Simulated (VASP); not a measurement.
# Mg (P6_3/mmc) in VASP: further runs, part 2 of 2

VASP 6.6.1. The steps go on from the part before.

## Step 5: Relaxation of cell and atoms, PBEsol

This run uses another cell than the first one, of 23.24 Å³/atom.

Contents of INCAR:

```
ALGO = Normal
EDIFF = 1E-6
EDIFFG = -0.002
ENCUT = 600
GGA = PS
IBRION = 2
ISIF = 3
ISMEAR = -1
LASPH = True
LCHARG = False
LREAL = False
LWAVE = False
NELM = 60
NSW = 100
PREC = Accurate
SIGMA = 0.08
```

Contents of KPOINTS:

```
k-points
0
Gamma
  18 18 10
```

Contents of POSCAR:

```
Mg
1.0
    3.2093000000      0.0000000000      0.0000000000
   -1.6046500000      2.7793353284      0.0000000000
    0.0000000000      0.0000000000      5.2103000000
Mg
2
Direct
    0.3333333333      0.6666666667      0.2500000000
    0.6666666667      0.3333333333      0.7500000000
```

Potentials or basis: VASP PAW PBE potentials, release 64 (Mg).

The run is started by

```console
> cat potpaw_PBE.64/Mg/POTCAR > POTCAR
> mpirun -np 1 vasp_std > vasp.out
```

OUTCAR:

```text
EDIFF = 1E-6
   EDIFFG = -0.002
   ENCUT = 600
   GGA = PS
   IBRION = 2
   ISIF = 3
   ISMEAR = -1
   LASPH = True
   LREAL = False
   NELM = 60
   NSW = 100
   PREC = Accurate

 ion  position               nearest neighbor table
   1  0.333  0.667  0.250-   2 3.20   2 3.20   2 3.20   2 3.20   2 3.20   2 3.20
   2  0.667  0.333  0.750-   1 3.20   1 3.20   1 3.20   1 3.20   1 3.20   1 3.20

  LATTYP: Found a hexagonal cell.
 ALAT       =     3.2093000000
 C/A-ratio  =     1.6235004518

  Lattice vectors:

 A1 = (   3.2093000000,   0.0000000000,   0.0000000000)
 A2 = (  -1.6046500000,   2.7793353284,   0.0000000000)
 A3 = (   0.0000000000,   0.0000000000,   5.2103000000)

Analysis of symmetry for initial positions (statically):
=====================================================================
 Subroutine PRICEL returns:
 Original cell was already a primitive cell.

 Routine SETGRP: Setting up the symmetry group for a
 hexagonal supercell.

 Subroutine GETGRP returns: Found 24 space group operations
 (whereof 12 operations were pure point group operations)
 out of a pool of 24 trial point group operations.

The static configuration has the point symmetry D_3d.
 The point group associated with its full space group is D_6h.

Analysis of symmetry for dynamics (positions and initial velocities):
=====================================================================
 Subroutine PRICEL returns:
 Original cell was already a primitive cell.

 Routine SETGRP: Setting up the symmetry group for a
 hexagonal supercell.

 Subroutine GETGRP returns: Found 24 space group operations
 (whereof 12 operations were pure point group operations)
 out of a pool of 24 trial point group operations.

The dynamic configuration has the point symmetry D_3d.
 The point group associated with its full space group is D_6h.

 Subroutine INISYM returns: Found 24 space group operations
[... 122 lines left out ...]
   GGA     = PS    functional components
   LHFCALC =     F    Hartree Fock is set to
   AEXX    =    0.0000 exact exchange contribution
   IVDW    =     0    specifies the selected vdW correction
   LEPSILON=     F    determine dielectric tensor
   LRPA    =     F    only Hartree local field effects (RPA)
 conjugate gradient relaxation of ions
 non-spin polarized calculation
  energy-cutoff  :      600.00
  volume of cell :       46.47
 maximum number of plane-waves:      1578
 NGX is ok and might be reduce to    28
   NGX = 13   NGY = 13   NGZ = 21

--------------------------------------- Ionic step        1  -------------------------------------------

 number of electron       4.0000000 magnetization

 Free energy of the ion-electron system (eV)
  ---------------------------------------------------
  ext. energy  EPLUGINS =         0.00000000
  ---------------------------------------------------
  free energy    TOTEN  =        -3.45095779 eV

  energy without entropy =       -3.43280403  energy(sigma->0) =       -3.44188091

------------------------ aborting loop because EDIFF is reached ----------------------------------------

  FORCE on cell =-STRESS in cart. coord.  units (eV):
  Direction    XX          YY          ZZ          XY          YZ          ZX
  --------------------------------------------------------------------------------------
  -------------------------------------------------------------------------------------
  Total       -0.3235433     -0.3235433     -0.3524444      0.0000000      0.0000000      0.0000000
  in kB      -11.1539580    -11.1539580    -12.1503043      0.0000000      0.0000000      0.0000000
  external PRESSURE =     -11.4860734 kB  Pullay stress =       0.0000000 kB
[... 203 lines left out ...]
--------------------------------------- Ionic step        7  -------------------------------------------

 number of electron       4.0000000 magnetization

 Free energy of the ion-electron system (eV)
  ---------------------------------------------------
  ext. energy  EPLUGINS =         0.00000000
  ---------------------------------------------------
  free energy    TOTEN  =        -3.45645580 eV

  energy without entropy =       -3.43892609  energy(sigma->0) =       -3.44769094

 E-fermi :   2.6929     XC(G=0):  -8.5970

 val. band max:        2.6919008250   @ k =   0.2222   0.0556   0.0000
 cond. band min:       2.7020595371   @ k =   0.3889   0.1111   0.3000
 fundamental gap:      0.0101587122
 Fermi energy:         2.6929061200

 k-point     1 :       0.0000    0.0000    0.0000
  band No.  band energies     occupation
      1      -4.3191      2.00000
      2       0.9927      2.00000
      3       1.4861      2.00000
      4      13.7102      0.00000
      5      13.7102      0.00000
      6      13.8621      0.00000
[... 199 lines left out ...]
 k-point    24 :       0.3889    0.1111    0.0000
  band No.  band energies     occupation
      1      -0.2897      2.00000
      2       1.7809      1.99998
      3       4.7509      0.00000
      4       5.3907      0.00000
      5       6.7122      0.00000
      6       6.8145      0.00000

 [... further k-points ...]
[... 5 lines left out ...]
  --------------------------------------------------------------------------------------
  -------------------------------------------------------------------------------------
  Total       -0.0015317     -0.0015317     -0.0021241      0.0000000      0.0000000      0.0000000
  in kB       -0.0545366     -0.0545366     -0.0756308      0.0000000      0.0000000      0.0000000
  external PRESSURE =      -0.0615680 kB  Pullay stress =       0.0000000 kB
[... 17 lines left out ...]
  FREE ENERGIE OF THE ION-ELECTRON SYSTEM (eV)
  ---------------------------------------------------
  free  energy   TOTEN  =        -3.4564558013 eV

  energy  without entropy=       -3.4389260884  energy(sigma->0) =       -3.44769094

 reached required accuracy - stopping structural energy minimisation
```

OSZICAR:

```text
N       E                     dE             d eps       ncg     rms          rms(c)
DAV:   1    -0.154277495460E+00   -0.15428E+00   -0.14107E+03  2664   0.528E+02
DAV:   2    -0.344948997380E+01   -0.32952E+01   -0.31865E+01  3510   0.310E+01
DAV:   3    -0.347100260148E+01   -0.21513E-01   -0.21477E-01  3858   0.341E+00
DAV:   4    -0.347106137983E+01   -0.58778E-04   -0.58777E-04  3618   0.147E-01
[... 28 lines left out ...]
DAV:   2    -0.345645388709E+01    0.24657E-06   -0.28061E-07  2418   0.407E-03
   6 F= -.34564539E+01 E0= -.34476818E+01  d E =-.137819E-04
       N       E                     dE             d eps       ncg     rms          rms(c)
DAV:   1    -0.345645579804E+01   -0.16644E-05   -0.13536E-05  3636   0.221E-02    0.151E-03
DAV:   2    -0.345645580126E+01   -0.32209E-08   -0.55539E-08  1692   0.165E-03
   7 F= -.34564558E+01 E0= -.34476909E+01  d E =-.191417E-05
```

CONTCAR:

```text
Mg
   1.00000000000000
     3.1778495197450733    0.0000000000000000   -0.0000000000000000
    -1.5889247598725367    2.7520984135369941   -0.0000000000000000
    -0.0000000000000000    0.0000000000000000    5.1451053973528502
  Mg
     2
Direct
     0.3333333332999970    0.6666666667000030    0.2500000000000000
     0.6666666667000030    0.3333333332999970    0.7500000000000000

  0.00000000E+00  0.00000000E+00  0.00000000E+00
  0.00000000E+00  0.00000000E+00  0.00000000E+00
```

Wall time 3.3 min (1 thread of Intel Xeon Platinum 8259CL at 2.50GHz (Skylake/Cascade Lake), shared host); peak memory 0.24 GiB.

Results:

| Item | Value |
| --- | --- |
| Free energy | -3.4565 eV |
| Relaxed volume | 22.50 Å³/atom |
| Relaxed cell | a = 3.178 Å, b = 3.178 Å, c = 5.145 Å, α = 90.00°, β = 90.00°, γ = 120.00° |
| Space group after relaxing (to 0.1 Å) | P6_3/mmc (No. 194) |
| Energy gained by relaxing | 2.7 meV/atom |
| Ionic steps | 7 |
| Pressure after relaxing | 0.0 GPa |
| Band gap on the k mesh | zero (bands 2 and 3 overlap by 2.20 eV) |

The path:
| step | energy change (eV) | largest force (eV/Å) | pressure (GPa) | volume (Å³) |
| --- | --- | --- | --- | --- |
| 1 | 0.0000 | 0.0000 | -1.15 | 46.47 |
| 2 | -0.0051 | 0.0000 | -0.31 | 45.36 |
| 3 | -0.0055 | 0.0000 | 0.00 | 44.99 |
| 4 | -0.0055 | 0.0000 | 0.02 | 44.96 |
| 5 | -0.0055 | 0.0000 | 0.00 | 44.99 |
| 6 | -0.0055 | 0.0000 | -0.02 | 45.01 |
| 7 | -0.0055 | 0.0000 | -0.01 | 45.00 |

Final structure:
```xyz
2
Lattice="3.1778 0.0000 0.0000 -1.5889 2.7521 0.0000 0.0000 0.0000 5.1451" Properties=species:S:1:pos:R:3 pbc="T T T"
Mg    0.0000    1.8347    1.2863
Mg    1.5889    0.9174    3.8588
```

Levels at points of the mesh, in eV from the Fermi level:
```csv
k point,band 1,band 2,band 3,band 4,band 5,band 6
"(0.00, 0.00, 0.00)",-7.01,-1.70,-1.21,11.02,11.02,11.17
"(0.50, 0.00, 0.00)",-2.18,-2.15,2.70,3.03,3.36,3.77
"(0.00, 0.00, 0.50)",-5.60,-5.60,5.14,5.14,11.77,11.77
"(0.50, 0.00, 0.50)",-1.12,-1.12,-0.44,-0.44,8.10,8.10
```

Caveat: the PAW data sets were made with another functional, which shifts forces and pressure a little.

## Step 6: The runs side by side

```tsv
cell	gap on the mesh (eV)	pressure (GPa)
relaxed to 7 GPa from a = 3.178, b = 3.178, c = 5.149 Å, angles 90.0, 90.0, 120.0°, 2 atoms	none	7.0
relaxed to 10 GPa from a = 3.178, b = 3.178, c = 5.149 Å, angles 90.0, 90.0, 120.0°, 2 atoms	none	10.0
relaxed to 15 GPa from a = 3.178, b = 3.178, c = 5.149 Å, angles 90.0, 90.0, 120.0°, 2 atoms	none	15.0
relaxed from a = 3.209, b = 3.209, c = 5.210 Å, angles 90.0, 90.0, 120.0°, 2 atoms	none	0.0
```

Alike in all rows: task relaxation of cell and atoms; level PBEsol; potentials or basis VASP PAW PBE potentials, release 64 (Mg); no spin polarisation; k mesh 18 × 18 × 10; cutoff (eV) 600; smearing fermi-dirac 0.08 eV.

Caveats: the PAW data sets were made with another functional, which shifts forces and pressure a little; the cell is relaxed towards a set pressure, so the run minimises the enthalpy, not the energy (at least some runs); the volume moved by over 15 % at a fixed basis, so the end points are rough (at least some runs).

Total energies depend on the potentials used, so only differences within one code and one set of settings carry meaning.

The gap in the log of VASP goes by the Fermi energy; the results here count the filled bands.